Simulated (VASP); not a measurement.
A run of VASP 6.6.1 is set up as follows.

File INCAR:

```
PREC = Accurate
ENCUT = 690
EDIFF = 1E-6
ISMEAR = -1
SIGMA = 0.08
LREAL = F
LASPH = T
NELM = 120
ALGO = Normal
ISIF = 2
LWAVE = F
LCHARG = T
GGA = PE
LELF = T
LVHAR = T
NBANDS = 17
GGA_COMPAT = F
```

KPOINTS

```
Automatic mesh
0
Gamma
  15 15 13
```

File POSCAR:

```
AlCo
1.0
    2.6037275395      0.0000000000      0.0000000000
   -1.3018637698      2.2548941938      0.0000000000
    0.0000000000      0.0000000000      3.6850986673
Co Al
1 1
Direct
    0.0000000000      0.0000000000      0.0000000000
    0.3333333333      0.6666666667      0.5000000000
```

Potentials or basis: VASP PAW PBE potentials, release 64 (Co_sv, Al).

Command:

```bash
$ cat potpaw_PBE.64/Co_sv/POTCAR potpaw_PBE.64/Al/POTCAR > POTCAR
$ mpirun -np 1 vasp_std > vasp.out
```

Task: Predict the band gap on the k mesh.

Result: Zero (bands 10 and 11 overlap by 1.89 eV).

Task: What does it give for the pressure?

Result: 24.4 GPa.

Caveat: the cell stands under pressure; the run has no spin polarisation, though such a crystal can be magnetic. Spin polarisation is off, so any magnetic state and its effect on volume and gap are missing.
